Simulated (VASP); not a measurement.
Write the native input for VASP 6.6.1 that does the following.

| Property | Result |
| --- | --- |
| Task | single point |
| Functional | PBE |
| Dispersion | D3(BJ) |
| Potentials or basis | VASP PAW PBE potentials, release 64 (O, H, C) |
| Cutoff | 520 eV |
| k mesh | 1 × 1 × 1 |
| Occupations | fermi-dirac, width 0.02 eV |
| Spin | no spin polarisation |
| Dipole correction | no |
| Further INCAR settings | LREAL = Auto; ALGO = Normal; EDIFF = 1e-06; NBANDS = 36 |

The structure of H10CO5 lies in POSCAR:

```
H10CO5
1.0
    5.8392500000      0.0000000000      0.0000000000
    0.0000000000      5.8392500000      0.0000000000
    0.0000000000      0.0000000000      5.8392500000
O H C
5 10 1
Direct
    0.2292417691      0.6593141242      0.9401207347
    0.5385451899      0.4445947682      0.6209530334
    0.2060538597      0.5168985743      0.3581795607
    0.8913987242      0.7233120692      0.6442265702
    0.6207817785      0.0369568010     -0.1220019694
    0.0957999743      0.6806867320      0.8338399623
    0.3198184698      0.5487862311      0.8365800402
    0.4308772531      0.4793595068      0.4857815644
    0.5283555251      0.2786487991      0.6596052575
    0.1877809650      0.5432375733      0.2005565783
    0.0857986899      0.5908121762      0.4512565826
    0.8071070771      0.8694095988      0.7031896220
    0.7664682964      0.6002825705      0.6504431220
    0.6722781179     -0.2610609239      0.0621141414
    0.4732970844     -0.0546816800      0.1783790727
    0.5825919425     -0.0959883547      0.0391831143
```

One way to write it, as run:

INCAR

```
  ALGO = Normal
  EDIFF = 1E-6
  ENCUT = 520
  GGA = PE
  ISIF = 2
  ISMEAR = -1
  IVDW = 12
  LASPH = T
  LCHARG = F
  LREAL = Auto
  LWAVE = F
  NBANDS = 36
  NELM = 60
  PREC = Accurate
  SIGMA = 0.02
```

KPOINTS

```
k-points
0
Gamma
  1 1 1
```

Potentials or basis: VASP PAW PBE potentials, release 64 (O, H, C).

The run is started by

```console
$ cat potpaw_PBE.64/O/POTCAR potpaw_PBE.64/H/POTCAR potpaw_PBE.64/C/POTCAR > POTCAR
$ mpirun -np 1 vasp_gam > vasp.out
```

It gave:

The pressure is -0.3 GPa and the largest force is 2.877 eV/Å. The dispersion energy per atom is -0.031 eV.

Caveat: the k points lie up to 1.08 Å⁻¹ apart, too coarse for converged energies, forces and pressures; the atoms stand as in a frame of molecular dynamics.

It took 31 s on 1 thread of AMD EPYC 7R13, with other jobs on the host, peak memory 0.28 GiB.
